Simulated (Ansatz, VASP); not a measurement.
## One calculation of AlN, two programs

Contents of INCAR:

```
SYSTEM = AlN
  PREC = Accurate
  ENCUT = 520
  EDIFF = 1E-6
  ISMEAR = 0
  SIGMA = 0.05
  LREAL = .False.
  LASPH = .True.
  NELM = 80
  ALGO = Normal
  ISIF = 2
  LWAVE = .False.
  LCHARG = .False.
  NBANDS = 26
```

File KPOINTS:

```
Automatic mesh
0
Gamma
  8 6 4
  0 0 0
```

Contents of POSCAR:

```
AlN
1.0
   -1.6378403119      2.8368226349      0.0000000000
    0.0000000000      0.0000000000      4.1006264518
    4.9135209358      2.8368226349      0.0000000000
Al N
4 4
Direct
    0.4205778951      0.7500000000      0.1149561462
    1.0000000000      0.7500000000      0.6666666667
    0.0000000000      0.2500000000      0.3333333333
    0.5000000000      0.2500000000      0.8333333333
    0.5000000000      0.2500000000      0.1666666667
    1.0000000000      0.2500000000      0.6666666667
    0.0000000000      0.7500000000      0.3333333333
    0.5000000000      0.7500000000      0.8333333333
```

Input for Ansatz:

```yaml
crystal:
  lattice:
    - [-1.6378403119, 2.8368226349, 0.0]
    - [0.0, 0.0, 4.1006264518]
    - [4.9135209358, 2.8368226349, 0.0]
  atoms:
    - { symbol: Al, position: [0.4205778951, 0.75, 0.1149561462] }
    - { symbol: Al, position: [1.0, 0.75, 0.6666666667] }
    - { symbol: Al, position: [0.0, 0.25, 0.3333333333] }
    - { symbol: Al, position: [0.5, 0.25, 0.8333333333] }
    - { symbol: "N", position: [0.5, 0.25, 0.1666666667] }
    - { symbol: "N", position: [1.0, 0.25, 0.6666666667] }
    - { symbol: "N", position: [0.0, 0.75, 0.3333333333] }
    - { symbol: "N", position: [0.5, 0.75, 0.8333333333] }
basis:
  ecutwfc: 420
kpoints:
  mp_grid: { grid: [8, 6, 4] }
hamiltonian:
  xc: lda
  pseudopotentials: { kind: paw, azcp: { folder: soft_1 } }
scf:
  occupations: { method: gaussian, width: 0.05 }
output:
  forces: true
  stress: true
  eigenvalues: true
```

Alike in both runs: task single point; functional LDA; k mesh 8 × 6 × 4; occupations gaussian, width 0.05 eV; no spin polarisation.

|  | VASP | Ansatz |
| --- | --- | --- |
| version | VASP 6.6.1 | Ansatz 0.2.0 |
| potentials or method | VASP PAW LDA potentials, release 64 (Al, N), cutoff 520 eV | scalar-relativistic, plane waves, PAW |
| valence electrons in the cell | 32 | 32 |

|  | VASP | Ansatz | Ansatz less VASP |
| --- | --- | --- | --- |
| gap on the k mesh at the Fermi level (eV) | 2.90 | 2.90 | -0.002 |
| least direct gap on the mesh (eV) | 2.90 | 2.90 | -0.002 |
| pressure (GPa) | 6.7 | 5.9 | -0.79 |
| traceless stress, the component that is largest in VASP (GPa) | 12.54 | 12.06 | -0.474 |
| rms of the force components (eV/Å) | 2.324 | 2.290 | -0.0333 |

Ansatz warns that its potentials were made for another functional, while VASP's fit it. LDA's correlation is that of Perdew and Zunger in VASP and of Perdew and Wang (1992) in Ansatz. Atom by atom the forces differ by 0.037 eV/Å (rms over components).
